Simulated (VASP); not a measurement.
# Cu (I4/mmm) in VASP: relaxation of cell and atoms with r2SCAN

Aim: the relaxation of cell and atoms of Cu with r2SCAN.

Program: VASP 6.6.1. These are calculated values, not measurements. Logs are shortened: lines on timing, memory, paths and dates and some standing lists are left out, and cuts for length are marked.

### Step 1. The cell of the first run

It takes space group I4/mmm (No. 139, tetragonal). Conventional cell: a = 2.886 Å, b = 2.886 Å, c = 2.752 Å, α = 90.00°, β = 90.00°, γ = 90.00°. Cu (site symmetry 4/mmm) has 14 Cu at 2.46 to 2.89 Å within 3.2 Å.

### Step 2. Relaxation of cell and atoms, r2SCAN

Input file POSCAR:

```
Cu
1.0
   -1.4427900000      1.4427900000      1.3760800000
    1.4427900000     -1.4427900000      1.3760800000
    1.4427900000      1.4427900000     -1.3760800000
Cu
1
Direct
    0.0000000000      0.0000000000      0.0000000000
```

Input file INCAR.step1:

```
SYSTEM = Cu
  PREC = Accurate
  ENCUT = 600
  ISMEAR = 1
  SIGMA = 0.15
  LREAL = .False.
  LASPH = .True.
  NELM = 60
  GGA = PE
  ALGO = Normal
  EDIFF = 1E-4
  LWAVE = .True.
  LCHARG = .False.
```

Input file INCAR.step2:

```
SYSTEM = Cu
  PREC = Accurate
  ENCUT = 600
  EDIFF = 1E-7
  ISMEAR = 1
  SIGMA = 0.15
  LREAL = .False.
  LASPH = .True.
  NELM = 60
  ALGO = Normal
  ISIF = 3
  LWAVE = .False.
  LCHARG = .False.
  METAGGA = R2SCAN
  LMIXTAU = .True.
  IBRION = 2
  NSW = 80
  EDIFFG = -0.005
  ISTART = 1
```

Input file KPOINTS:

```
Automatic mesh
0
Gamma
  16 16 16
  0 0 0
```

Potentials or basis: VASP PAW PBE potentials, release 64 (Cu).

The run is started by

```bash
$ cat potpaw_PBE.64/Cu/POTCAR > POTCAR
$ cp INCAR.step1 INCAR
$ mpirun -np 1 vasp_std > vasp.out
$ cp INCAR.step2 INCAR
$ mpirun -np 1 vasp_std > vasp.out
```

OUTCAR:

```text
SYSTEM = Cu
   PREC = Accurate
   ENCUT = 600
   EDIFF = 1E-7
   ISMEAR = 1
   LREAL = .False.
   LASPH = .True.
   NELM = 60
   ISIF = 3
   METAGGA = R2SCAN
   IBRION = 2
   NSW = 80
   EDIFFG = -0.005
   ISTART = 1

 ion  position               nearest neighbor table
   1  0.000  0.000  0.000-

  LATTYP: Found a body centered tetragonal cell.
 ALAT       =     2.8855800000
 C/A-ratio  =     0.9537631949

  Lattice vectors:

 A1 = (  -1.4427900000,   1.4427900000,   1.3760800000)
 A2 = (   1.4427900000,  -1.4427900000,   1.3760800000)
 A3 = (   1.4427900000,   1.4427900000,  -1.3760800000)

Analysis of symmetry for initial positions (statically):
=====================================================================
 Subroutine PRICEL returns:
 Original cell was already a primitive cell.

 Routine SETGRP: Setting up the symmetry group for a
 body centered tetragonal supercell.

 Subroutine GETGRP returns: Found 16 space group operations
 (whereof 16 operations were pure point group operations)
 out of a pool of 16 trial point group operations.

The static configuration has the point symmetry D_4h.

Analysis of symmetry for dynamics (positions and initial velocities):
=====================================================================
 Subroutine PRICEL returns:
 Original cell was already a primitive cell.

 Routine SETGRP: Setting up the symmetry group for a
 body centered tetragonal supercell.

 Subroutine GETGRP returns: Found 16 space group operations
 (whereof 16 operations were pure point group operations)
 out of a pool of 16 trial point group operations.

The dynamic configuration has the point symmetry D_4h.

 Subroutine INISYM returns: Found 16 space group operations
 (whereof 16 operations are pure point group operations),
 and found     1 'primitive' translations

----------------------------------------------------------------------------------------

                                     Primitive cell

  volume of cell :      11.4580

  direct lattice vectors                    reciprocal lattice vectors
    -1.442790000  1.442790000  1.376080000     0.000000000  0.346550780  0.363350968
     1.442790000 -1.442790000  1.376080000     0.346550780  0.000000000  0.363350968
     1.442790000  1.442790000 -1.376080000     0.346550780  0.346550780  0.000000000

  length of vectors
[... 95 lines left out ...]
   ISMEAR =     1;   SIGMA  =   0.15  broadening in eV -4-tet -1-fermi 0-gaus
   EFERMI_NEDOS =   21; number of points for ismear=-14 and -15
   IALGO  =     38    algorithm
   IMIX   =      4    mixing-type and parameters
     AMIX     =   0.40;   BMIX     =  1.00
     AMIX_MAG =   1.60;   BMIX_MAG =  1.00
  volume/ion in A,a.u.               =      11.46        77.32
  Fermi-wavevector in a.u.,A,eV,Ry     =   1.614987  3.051883 35.486493  2.608184
  Thomas-Fermi vector in A             =   2.709807
   LORBIT       =      0    0 simple, 1 ext, 2 COOP (PROOUT), +10 PAW based schemes
   METAGGA = R2SCAN    functional components
   LHFCALC =     F    Hartree Fock is set to
   AEXX    =    0.0000 exact exchange contribution
   IVDW    =     0    specifies the selected vdW correction
   LEPSILON=     F    determine dielectric tensor
   LRPA    =     F    only Hartree local field effects (RPA)
 conjugate gradient relaxation of ions
 non-spin polarized calculation
 Methfessel and Paxton  Order N= 1 SIGMA  =   0.15
  energy-cutoff  :      600.00
  volume of cell :       11.46
 maximum number of plane-waves:       400
   NGX =  9   NGY =  9   NGZ =  9

--------------------------------------- Ionic step        1  -------------------------------------------

 number of electron      11.0000000 magnetization

 Free energy of the ion-electron system (eV)
  ---------------------------------------------------
  ext. energy  EPLUGINS =         0.00000000
  ---------------------------------------------------
  free energy    TOTEN  =       -10.78600752 eV

  energy without entropy =      -10.78532753  energy(sigma->0) =      -10.78578085

------------------------ aborting loop because EDIFF is reached ----------------------------------------

  FORCE on cell =-STRESS in cart. coord.  units (eV):
  Direction    XX          YY          ZZ          XY          YZ          ZX
  --------------------------------------------------------------------------------------
  -------------------------------------------------------------------------------------
  Total        0.0620230      0.0620230      0.0805629      0.0000000      0.0000000      0.0000000
  in kB        8.6726756      8.6726756     11.2651210      0.0000000      0.0000000      0.0000000
  external PRESSURE =       9.5368241 kB  Pullay stress =       0.0000000 kB
[... 267 lines left out ...]
--------------------------------------- Ionic step        9  -------------------------------------------

 number of electron      10.9999996 magnetization

 Free energy of the ion-electron system (eV)
  ---------------------------------------------------
  ext. energy  EPLUGINS =         0.00000000
  ---------------------------------------------------
  free energy    TOTEN  =       -10.78628531 eV

  energy without entropy =      -10.78562506  energy(sigma->0) =      -10.78606523

 E-fermi :   7.7021     XC(G=0): -13.9113

 val. band max:        7.6946912808   @ k =   0.2500   0.1250   0.1250
 cond. band min:       7.7033097694   @ k =   0.1875   0.1875   0.1250
 fundamental gap:      0.0086184886
 Fermi energy:         7.7020526342

 k-point     1 :       0.0000    0.0000    0.0000
  band No.  band energies     occupation
      1      -2.1609      2.00000
      2       4.2917      2.00000
      3       4.4593      2.00000
      4       4.4594      2.00000
      5       5.3470      2.00000
      6       5.5227      2.00000
      7      33.5556      0.00000
      8      33.5557      0.00000
      9      34.6818      0.00000
[... 265 lines left out ...]
 k-point    24 :      -0.0625    0.0625    0.0000
  band No.  band energies     occupation
      1      -2.0061      2.00000
      2       4.2935      2.00000
      3       4.4327      2.00000
      4       4.5180      2.00000
      5       5.3175      2.00000
      6       5.5204      2.00000
      7      31.6513      0.00000
      8      33.4153      0.00000
      9      34.2967      0.00000

 [... further k-points ...]

------------------------ aborting loop because EDIFF is reached ----------------------------------------

  FORCE on cell =-STRESS in cart. coord.  units (eV):
  Direction    XX          YY          ZZ          XY          YZ          ZX
  --------------------------------------------------------------------------------------
  -------------------------------------------------------------------------------------
  Total       -0.0044633     -0.0044633     -0.0045456      0.0000000      0.0000000      0.0000000
  in kB       -0.6201411     -0.6201411     -0.6315776      0.0000000      0.0000000      0.0000000
  external PRESSURE =      -0.6239532 kB  Pullay stress =       0.0000000 kB
[... 16 lines left out ...]
  FREE ENERGIE OF THE ION-ELECTRON SYSTEM (eV)
  ---------------------------------------------------
  free  energy   TOTEN  =       -10.7862853143 eV

  energy  without entropy=      -10.7856250570  energy(sigma->0) =      -10.78606523

 reached required accuracy - stopping structural energy minimisation
```

Run time: 14 min. Hardware: 1 thread of Intel Xeon 8259CL, shared host; peak memory 0.15 GiB.

What came out:

| Property | Result |
| --- | --- |
| Free energy | -10.7863 eV |
| Relaxed volume | 11.53 Å³/atom |
| Relaxed cell | a = 2.466 Å, b = 2.466 Å, c = 2.466 Å, α = 108.38°, β = 108.38°, γ = 111.69° |
| Space group after relaxing (to 0.1 Å) | I4/mmm (No. 139) |
| Energy gained by relaxing | 0.3 meV/atom |
| Ionic steps | 9 |
| Pressure after relaxing | -0.1 GPa |
| Band gap on the k mesh | zero (an odd number of electrons rules out a gap without spin polarisation) |

Step by step:
| step | energy change (eV) | largest force (eV/Å) | pressure (GPa) | volume (Å³) |
| --- | --- | --- | --- | --- |
| 1 | 0.0000 | 0.0000 | 0.95 | 11.46 |
| 2 | -0.0002 | 0.0000 | -0.57 | 11.57 |
| 3 | -0.0002 | 0.0000 | -0.09 | 11.54 |
| 4 | -0.0002 | 0.0000 | -0.01 | 11.53 |
| 5 | -0.0002 | 0.0000 | -0.06 | 11.53 |
| 6 | -0.0003 | 0.0000 | -0.03 | 11.53 |
| 7 | -0.0003 | 0.0000 | -0.04 | 11.53 |
| 8 | -0.0003 | 0.0000 | -0.05 | 11.53 |
| 9 | -0.0003 | 0.0000 | -0.06 | 11.53 |

Final structure:
```cif
data_structure
_symmetry_space_group_name_H-M 'P 1'
_symmetry_Int_Tables_number 1
_cell_length_a 2.4660
_cell_length_b 2.4660
_cell_length_c 2.4660
_cell_angle_alpha 108.375
_cell_angle_beta 108.375
_cell_angle_gamma 111.687
_cell_volume 11.53
loop_
_atom_site_label
_atom_site_type_symbol
_atom_site_fract_x
_atom_site_fract_y
_atom_site_fract_z
_atom_site_occupancy
Cu1 Cu 0.00000 0.00000 0.00000 1
```

Caveat: the PAW data sets were made with another functional, which shifts forces and pressure a little.
